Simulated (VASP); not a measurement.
# Si2Ni in VASP: further runs

The runs below take Si2Ni through single point, with PBE.

All numbers are computed with VASP 6.6.1; they aren't measurements. Logs are shortened: lines on timing, memory, paths and dates and some standing lists are left out, and cuts for length are marked.

### Step 1. The cell of the first run

Symmetry: I4/mmm, No. 139, tetragonal system. The conventional cell has a = 3.907 Å, b = 3.907 Å, c = 5.378 Å, α = 90.00°, β = 90.00°, γ = 90.00°. Within 3.1 Å of Ni (site symmetry 4/mmm) lie 8 Si at 2.37 Å. Within 3.1 Å of Si (site symmetry -4m2) lie 4 Ni at 2.37 Å and 6 Si at 2.69 to 2.76 Å.

### Step 2. Single point, PBE

File INCAR:

```
SYSTEM = Si2Ni
PREC = Accurate
ENCUT = 520
EDIFF = 1E-7
ISMEAR = 1
SIGMA = 0.1
LREAL = .False.
LASPH = .True.
NELM = 100
ALGO = Normal
ISIF = 2
LWAVE = .False.
LCHARG = .False.
GGA = PE
NBANDS = 48
```

File KPOINTS:

```
regular mesh
0
Gamma
  10 10 10
  0 0 0
```

File POSCAR:

```
Si2Ni
1.0
    5.5253566828      0.0000000000      0.0000000000
    0.0000000000      5.5253566828      0.0000000000
    0.0000000000      0.0000000000      5.3783767513
Ni Si
4 8
Direct
    0.0000000000      0.0000000000      0.0000000000
    0.0000000000      0.5000000000      0.5000000000
    0.5000000000      0.0000000000      0.5000000000
    0.5000000000      0.5000000000      0.0000000000
    0.2500000000      0.2500000000      0.2500000000
    0.7500000000      0.7500000000      0.7500000000
    0.2500000000      0.7500000000      0.7500000000
    0.7500000000      0.2500000000      0.2500000000
    0.7500000000      0.2500000000      0.7500000000
    0.2500000000      0.7500000000      0.2500000000
    0.7500000000      0.7500000000      0.2500000000
    0.2500000000      0.2500000000      0.7500000000
```

Potentials or basis: VASP PAW PBE potentials, release 64 (Ni, Si).

The run is started by

```bash
$ cat potpaw_PBE.64/Ni/POTCAR potpaw_PBE.64/Si/POTCAR > POTCAR
$ mpirun -np 1 vasp_std > vasp.out
```

OUTCAR:

```text
SYSTEM = Si2Ni
   PREC = Accurate
   ENCUT = 520
   EDIFF = 1E-7
   ISMEAR = 1
   LREAL = .False.
   LASPH = .True.
   NELM = 100
   ISIF = 2
   GGA = PE

 ion  position               nearest neighbor table
   1  0.000  0.000  0.000-   5 2.37   6 2.37   7 2.37   8 2.37   9 2.37  10 2.37  11 2.37  12 2.37

   2  0.000  0.500  0.500-   5 2.37   6 2.37   7 2.37   8 2.37   9 2.37  10 2.37  11 2.37  12 2.37

   3  0.500  0.000  0.500-   5 2.37   6 2.37   7 2.37   8 2.37   9 2.37  10 2.37  11 2.37  12 2.37

   4  0.500  0.500  0.000-   5 2.37   6 2.37   7 2.37   8 2.37   9 2.37  10 2.37  11 2.37  12 2.37

   5  0.250  0.250  0.250-   1 2.37   2 2.37   3 2.37   4 2.37  12 2.69  12 2.69   8 2.76  10 2.76
                            10 2.76   8 2.76
   6  0.750  0.750  0.750-   1 2.37   2 2.37   3 2.37   4 2.37  11 2.69  11 2.69   7 2.76   9 2.76
                             9 2.76   7 2.76
   7  0.250  0.750  0.750-   1 2.37   2 2.37   3 2.37   4 2.37  10 2.69  10 2.69  12 2.76   6 2.76
                            12 2.76   6 2.76
   8  0.750  0.250  0.250-   1 2.37   2 2.37   3 2.37   4 2.37   9 2.69   9 2.69  11 2.76   5 2.76
                            11 2.76   5 2.76
   9  0.750  0.250  0.750-   1 2.37   2 2.37   3 2.37   4 2.37   8 2.69   8 2.69  12 2.76   6 2.76
                             6 2.76  12 2.76
  10  0.250  0.750  0.250-   1 2.37   2 2.37   3 2.37   4 2.37   7 2.69   7 2.69  11 2.76   5 2.76
                             5 2.76  11 2.76
  11  0.750  0.750  0.250-   1 2.37   2 2.37   3 2.37   4 2.37   6 2.69   6 2.69  10 2.76   8 2.76
                             8 2.76  10 2.76
  12  0.250  0.250  0.750-   1 2.37   2 2.37   3 2.37   4 2.37   5 2.69   5 2.69   9 2.76   7 2.76
                             7 2.76   9 2.76

  LATTYP: Found a simple tetragonal cell.
 ALAT       =     5.5253566828
 C/A-ratio  =     0.9733990148

  Lattice vectors:

 A1 = (   5.5253566828,   0.0000000000,   0.0000000000)
 A2 = (   0.0000000000,   5.5253566828,   0.0000000000)
 A3 = (   0.0000000000,   0.0000000000,   5.3783767513)

Analysis of symmetry for initial positions (statically):
=====================================================================
 Subroutine PRICEL returns following result:

  LATTYP: Found a body centered tetragonal cell.
 ALAT       =     3.9070171789
 C/A-ratio  =     1.3765940883

  Lattice vectors:

 A1 = (   2.7626783414,   0.0000000000,  -2.6891883757)
 A2 = (  -2.7626783414,   0.0000000000,  -2.6891883757)
 A3 = (   0.0000000000,   2.7626783414,   2.6891883757)

   4 primitive cells build up your supercell.

 Routine SETGRP: Setting up the symmetry group for a
 simple tetragonal supercell.

 Subroutine GETGRP returns: Found 16 space group operations
 (whereof 16 operations were pure point group operations)
 out of a pool of 16 trial point group operations.

The static configuration has the point symmetry D_4h.

Analysis of symmetry for dynamics (positions and initial velocities):
=====================================================================
 Subroutine PRICEL returns following result:

  LATTYP: Found a body centered tetragonal cell.
 ALAT       =     3.9070171789
 C/A-ratio  =     1.3765940883

  Lattice vectors:

 A1 = (   2.7626783414,   0.0000000000,  -2.6891883757)
 A2 = (  -2.7626783414,   0.0000000000,  -2.6891883757)
 A3 = (   0.0000000000,   2.7626783414,   2.6891883757)

   4 primitive cells build up your supercell.

 Routine SETGRP: Setting up the symmetry group for a
 simple tetragonal supercell.

 Subroutine GETGRP returns: Found 16 space group operations
 (whereof 16 operations were pure point group operations)
 out of a pool of 16 trial point group operations.

The dynamic configuration has the point symmetry D_4h.

 Subroutine INISYM returns: Found 16 space group operations
 (whereof 16 operations are pure point group operations),
 and found     4 'primitive' translations

----------------------------------------------------------------------------------------

                                     Primitive cell

  volume of cell :      41.0499

  direct lattice vectors                    reciprocal lattice vectors
     2.762678341  0.000000000 -2.689188376     0.180983791  0.180983791 -0.185929704
    -2.762678341  0.000000000 -2.689188376    -0.180983791  0.180983791 -0.185929704
     0.000000000  2.762678341  2.689188376     0.000000000  0.361967582  0.000000000

  length of vectors
     3.855402150  3.855402150  3.855402150     0.316354422  0.316354422  0.361967582

  position of ions in fractional coordinates (direct lattice)
     0.000000000  0.000000000  0.000000000
     0.250000000  0.750000000  0.500000000
     0.750000000  0.250000000  0.500000000

  ion indices of the primitive-cell ions
   primitive index   ion index
                 1           1
                 2           5
                 3           6

----------------------------------------------------------------------------------------

 KPOINTS: regular mesh

Automatic generation of k-mesh.
 Grid dimensions read from file:
 generate k-points for:   10   10   10

 Generating k-lattice:

  Cartesian coordinates                     Fractional coordinates (reciprocal lattice)
     0.018098379  0.000000000  0.000000000     0.100000000  0.000000000  0.000000000
     0.000000000  0.018098379  0.000000000     0.000000000  0.100000000  0.000000000
     0.000000000  0.000000000  0.018592970     0.000000000  0.000000000  0.100000000

  Length of vectors
     0.018098379  0.018098379  0.018592970

  Shift w.r.t. Gamma in fractional coordinates (k-lattice)
     0.000000000  0.000000000  0.000000000

 Subroutine IBZKPT returns following result:
 ===========================================

 Found    126 irreducible k-points:

 Following reciprocal coordinates:
            Coordinates               Weight
  0.000000  0.000000  0.000000      1.000000
  0.100000  0.000000  0.000000      4.000000
  0.200000  0.000000  0.000000      4.000000
  0.300000  0.000000  0.000000      4.000000
  0.400000  0.000000  0.000000      4.000000
  0.500000  0.000000  0.000000      2.000000
[... 16 lines left out ...]
  0.100000  0.000000  0.100000      8.000000
  0.200000  0.000000  0.100000      8.000000
 [... further k-points ...]
   k-points           NKPTS =    126   k-points in BZ     NKDIM =    126   number of bands    NBANDS=     48
   number of dos      NEDOS =    301   number of ions     NIONS =     12
   total plane-waves  NPLWV =  70560
   dimension x,y,z NGX =    42 NGY =   42 NGZ =   40
   dimension x,y,z NGXF=    84 NGYF=   84 NGZF=   80
   ions per type =               4   8
   NGX,Y,Z   is equivalent  to a cutoff of  12.64, 12.64, 12.36 a.u.
   NGXF,Y,Z  is equivalent  to a cutoff of  25.27, 25.27, 24.73 a.u.
 SYSTEM =  Si2Ni
   PREC   = accura    normal or accurate (medium, high low for compatibility)
   ISTART =      0    job   : 0-new  1-cont  2-samecut
   ICHARG =      2    charge: 1-file 2-atom 10-const
   ISPIN  =      1    spin polarized calculation?
   LNONCOLLINEAR =      F non collinear calculations
   LSORBIT =      F    spin-orbit coupling
   LASPH  =      T    aspherical Exc in radial PAW
   ENCUT  =  520.0 eV  38.22 Ry    6.18 a.u.  10.27 10.27 10.00*2*pi/ulx,y,z
   NELM   =    100;   NELMIN=  2; NELMDL= -5     # of ELM steps
   EDIFF  = 0.1E-06   stopping-criterion for ELM
   LREAL  =      F    real-space projection
   EDIFFG = 0.1E-05   stopping-criterion for IOM
   NSW    =      0    number of steps for IOM
   IBRION =     -1    ionic relax: 0-MD 1-quasi-New 2-CG
   NFREE  =      0    steps in history (QN), initial steepest desc. (CG)
   ISIF   =      2    stress and relaxation
   ISYM   =      2    0-nonsym 1-usesym 2-fastsym
   POTIM  = 0.5000    time-step for ionic-motion
   TEBEG  =    0.0;   TEEND  =   0.0 temperature during run
   PSTRESS=    0.0 pullay stress
   NELECT =      72.0000    total number of electrons
   NUPDOWN=      -1.0000    fix difference up-down
   EMIN   =  10.00;   EMAX   =-10.00  energy-range for DOS
   EFERMI =   0.00;   METHOD = LEGACY
   ISMEAR =     1;   SIGMA  =   0.10  broadening in eV -4-tet -1-fermi 0-gaus
   EFERMI_NEDOS =   21; number of points for ismear=-14 and -15
   IALGO  =     38    algorithm
   IMIX   =      4    mixing-type and parameters
     AMIX     =   0.40;   BMIX     =  1.00
     AMIX_MAG =   1.60;   BMIX_MAG =  1.00
  volume/ion in A,a.u.               =      13.68        92.34
  Fermi-wavevector in a.u.,A,eV,Ry     =   1.243736  2.350321 21.046586  1.546880
  Thomas-Fermi vector in A             =   2.378034
   LORBIT       =      0    0 simple, 1 ext, 2 COOP (PROOUT), +10 PAW based schemes
   GGA     = PE    functional components
   LHFCALC =     F    Hartree Fock is set to
   AEXX    =    0.0000 exact exchange contribution
   IVDW    =     0    specifies the selected vdW correction
   LEPSILON=     F    determine dielectric tensor
   LRPA    =     F    only Hartree local field effects (RPA)
 non-spin polarized calculation
 Methfessel and Paxton  Order N= 1 SIGMA  =   0.10
  energy-cutoff  :      520.00
  volume of cell :      164.20
 maximum number of plane-waves:      4456
 NGX is ok and might be reduce to    42
   NGX = 21   NGY = 21   NGZ = 21

 number of electron      71.9999936 magnetization

 Free energy of the ion-electron system (eV)
  ---------------------------------------------------
  ext. energy  EPLUGINS =         0.00000000
  ---------------------------------------------------
  free energy    TOTEN  =       -69.44400000 eV

  energy without entropy =      -69.44658643  energy(sigma->0) =      -69.44486214

 E-fermi :   9.8435     XC(G=0): -11.4107

 val. band max:        9.8393133540   @ k =   0.4000   0.0000   0.3000
 cond. band min:       9.8581600151   @ k =   0.1000   0.0000   0.2000
 fundamental gap:      0.0188466611
 Fermi energy:         9.8434886689

 k-point     1 :       0.0000    0.0000    0.0000
  band No.  band energies     occupation
      1      -3.6006      2.00000
      2       0.1145      2.00000
      3       0.1145      2.00000
      4       0.4977      2.00000
      5       2.1459      2.00000
      6       2.1459      2.00000
[... 40 lines left out ...]
     47      14.2636      0.00000
     48      14.2636      0.00000
[... 1171 lines left out ...]
     47      13.9048      0.00000
     48      14.7490      0.00000

 [... further k-points ...]
[... 5 lines left out ...]
  --------------------------------------------------------------------------------------
  -------------------------------------------------------------------------------------
  Total       -2.6817115     -2.6817115     -1.9730016      0.0000000     -0.0000000     -0.0000000
  in kB      -26.1668098    -26.1668098    -19.2515704      0.0000000     -0.0000000     -0.0000000
  external PRESSURE =     -23.8617300 kB  Pullay stress =       0.0000000 kB

 VOLUME and BASIS-vectors are now :
 -----------------------------------------------------------------------------
  energy-cutoff  :      520.00
  volume of cell :      164.20
      direct lattice vectors                 reciprocal lattice vectors
     5.525356683  0.000000000  0.000000000     0.180983791  0.000000000  0.000000000
     0.000000000  5.525356683  0.000000000     0.000000000  0.180983791  0.000000000
     0.000000000  0.000000000  5.378376751     0.000000000  0.000000000  0.185929704

 POSITION                                       TOTAL-FORCE (eV/Angst)
 -----------------------------------------------------------------------------------
      0.00000      0.00000      0.00000        -0.000000     -0.000000      0.000000
      0.00000      2.76268      2.68919         0.000000      0.000000     -0.000000
      2.76268      0.00000      2.68919         0.000000     -0.000000      0.000000
      2.76268      2.76268      0.00000        -0.000000     -0.000000     -0.000000
      1.38134      1.38134      1.34459         0.000000      0.000000      0.000000
      4.14402      4.14402      4.03378        -0.000000     -0.000000      0.000000
      1.38134      4.14402      4.03378        -0.000000     -0.000000     -0.000000
      4.14402      1.38134      1.34459        -0.000000      0.000000     -0.000000
      4.14402      1.38134      4.03378         0.000000      0.000000     -0.000000
      1.38134      4.14402      1.34459        -0.000000     -0.000000     -0.000000
      4.14402      4.14402      1.34459         0.000000      0.000000      0.000000
      1.38134      1.38134      4.03378         0.000000     -0.000000      0.000000
 -----------------------------------------------------------------------------------
    total drift:                                0.000000     -0.000000     -0.000000

  FREE ENERGIE OF THE ION-ELECTRON SYSTEM (eV)
  ---------------------------------------------------
  free  energy   TOTEN  =       -69.4439999976 eV

  energy  without entropy=      -69.4465864315  energy(sigma->0) =      -69.44486214
```

Wall time 7.8 min (1 thread of Intel Xeon 6975P-C (Granite Rapids), shared host); peak memory 0.76 GiB.

Results:

```yaml
Free_energy: -69.4440 eV
Pressure: -2.4 GPa
Band_gap_on_the_k_mesh: zero (band 36 reaches 10.27 eV, above the bottom of band 37 at 9.30 eV)
```

Spin polarisation is off, so any magnetic state and its effect on volume and gap are missing.

### Step 3. Single point, PBE

This run uses another cell than the first one, of 13.44 Å³/atom, 0.982 times its volume.

File INCAR:

```
SYSTEM = Si2Ni
ALGO = Normal
EDIFF = 1E-6
ENCUT = 520
GGA = PE
ISIF = 2
ISMEAR = 1
LASPH = .True.
LCHARG = .False.
LREAL = .False.
LWAVE = .False.
NBANDS = 48
NELM = 100
PREC = Accurate
SIGMA = 0.1
```

File KPOINTS:

```
k-points
0
Gamma
  10 10 10
  0 0 0
```

POSCAR: that of step 2 with these lines changed.

```diff
@@ -2,5 +2,5 @@
 1.0
-    5.5253566828      0.0000000000      0.0000000000
-    0.0000000000      5.5253566828      0.0000000000
-    0.0000000000      0.0000000000      5.3783767513
+    5.4437011653      0.0000000000      0.0000000000
+    0.0000000000      5.4437011653      0.0000000000
+    0.0000000000      0.0000000000      5.4437011653
 Ni Si
```

Potentials or basis: VASP PAW PBE potentials, release 64 (Ni, Si).

The run is started by

```bash
$ cat potpaw_PBE.64/Ni/POTCAR potpaw_PBE.64/Si/POTCAR > POTCAR
$ mpirun -np 1 vasp_std > vasp.out
```

Wall time 3.2 min (1 thread of AMD EPYC 9R45 (Zen 5), shared host); peak memory 0.42 GiB.

Results (log left out):

| Property | Result |
| --- | --- |
| Free energy | -69.4696 eV |
| Pressure | 0.0 GPa |
| Band gap on the k mesh | zero (band 36 reaches 10.46 eV, above the bottom of band 37 at 9.67 eV) |

Levels at points of the mesh, in eV from the Fermi level:
```csv
k point,band 34,band 35,band 36,band 37,band 38,band 39
"(0.00, 0.00, 0.00)",-0.43,-0.43,-0.43,-0.43,1.48,1.48
"(0.50, 0.00, 0.00)",-1.71,-1.62,-1.62,-0.44,-0.44,2.04
"(0.50, 0.50, 0.00)",-1.08,-1.08,-1.08,1.04,1.04,1.04
"(0.50, 0.50, 0.50)",-1.36,-1.36,-1.36,1.78,1.78,1.78
```

Spin polarisation is off, so any magnetic state and its effect on volume and gap are missing.
